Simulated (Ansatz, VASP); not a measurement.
# CdSe in VASP and in Ansatz

```
Cd Se
1.0
     0.00000    3.07027    3.07027
     3.07027    0.00000    3.07027
     3.07027    3.07027    0.00000
Cd Se
1 1
Cartesian
  0.0000 0.0000 0.0000
  1.5351 1.5351 1.5351
```

Alike in both runs: functional PBEsol; k mesh 6 × 6 × 6; occupations fermi-dirac, width 0.05 eV; non-collinear spin, spin-orbit coupling.

```csv
,VASP,Ansatz
version,VASP 6.6.1,Ansatz 0.2.0
potentials or method,"VASP PAW PBE potentials, release 64 (Cd, Se), cutoff 520 eV","all-electron LAPW, relativistic spinors"
task,single point,band structure
```

```tsv
	VASP	Ansatz	Ansatz less VASP
pressure (GPa)	-1.1	-1.4	-0.30
net moment per atom (μB)	0.00	0.00	0.000
```

VASP's potentials were made for PBE, not for PBEsol. Ansatz ran all-electron here, and VASP with PAW potentials.
